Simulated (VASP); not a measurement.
A run of VASP 6.6.1 is set up as follows.

File INCAR:

```
  ALGO = Normal
  EDIFF = 1E-6
  ENCUT = 600
  GGA = PE
  GGA_COMPAT = False
  ISIF = 2
  ISMEAR = 0
  LASPH = True
  LCHARG = False
  LREAL = False
  LWAVE = False
  NBANDS = 10
  NELM = 120
  PREC = Accurate
  SIGMA = 1.0
```

KPOINTS

```
k-points
0
Gamma
  16 16 16
```

File POSCAR:

```
Fe
1.0
   -1.3807996972      1.3807996972      1.3807996972
    1.3807996972     -1.3807996972      1.3807996972
    1.3807996972      1.3807996972     -1.3807996972
Fe
1
Direct
    0.0000000000      0.0000000000      0.0000000000
```

Potentials or basis: VASP PAW PBE potentials, release 64 (Fe).

The run is started by

```bash
$ cat potpaw_PBE.64/Fe/POTCAR > POTCAR
$ mpirun -np 1 vasp_std > vasp.out
```

Task: Predict the pressure.

Result: 8.2 GPa.

Task: What does it give for the band gap on the k mesh?

Result: Zero (bands 4 and 5 overlap by 2.04 eV).

Caveat: the cell stands under pressure; so wide a smearing shifts energies and pressures; the run has no spin polarisation, though such a crystal can be magnetic. Spin polarisation is off, so any magnetic state and its effect on volume and gap are missing.
